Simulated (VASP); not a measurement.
Wanted: the native input for a VASP 6.6.1 run.

| Item | Value |
| --- | --- |
| Task | single point |
| Functional | PBEsol |
| Potentials or basis | VASP PAW PBE potentials, release 64 (Pb_d) |
| Cutoff | 520 eV |
| k mesh | 15 × 15 × 4 |
| Occupations | gaussian, width 0.1 eV |
| Spin | no spin polarisation |
| Dipole correction | no |
| Further INCAR settings | ALGO = Fast; EDIFF = 1e-07; NBANDS = 36 |

The structure of Pb lies in POSCAR:

```
Pb
1.0
    3.4819217146      0.0000000000      0.0000000000
   -1.7409608573      3.0154326589      0.0000000000
    0.0000000000      0.0000000000     11.4151014318
Pb
4
Direct
    0.0000000000      0.0000000000      0.0000000000
    0.3333333333      0.6666666667      0.2500000000
    0.0000000000      0.0000000000      0.5000000000
    0.6666666667      0.3333333333      0.7500000000
```

This isn't the form of Pb at room conditions, which is fcc.

One way to write it, as run:

INCAR

```
SYSTEM = Pb
ALGO = Fast ; EDIFF = 1E-7
ENCUT = 520 ; GGA = PS
ISIF = 2 ; ISMEAR = 0
LASPH = .True. ; LCHARG = .True.
LELF = .True. ; LREAL = .False.
LVHAR = .True. ; LWAVE = .False.
NBANDS = 36 ; NELM = 60
PREC = Accurate ; SIGMA = 0.1
```

KPOINTS

```
k-points
0
Gamma
  15 15 4
  0 0 0
```

Potentials or basis: VASP PAW PBE potentials, release 64 (Pb_d).

Launch:

```sh
$ cat potpaw_PBE.64/Pb_d/POTCAR > POTCAR
$ mpirun -np 1 vasp_std > vasp.out
```

Results of the run:

| Quantity | Value |
| --- | --- |
| Pressure | -0.2 GPa |
| Band gap on the k mesh | zero (bands 28 and 29 overlap by 7.86 eV) |

Caveat: the PAW data sets were made with another functional, which shifts forces and pressure a little; spin-orbit coupling is left out, which moves the levels of the heavy elements.

Wall time 6.1 min on 1 thread of AMD EPYC 7R13 Processor (Zen 3), on a shared host, peak memory 0.38 GiB.
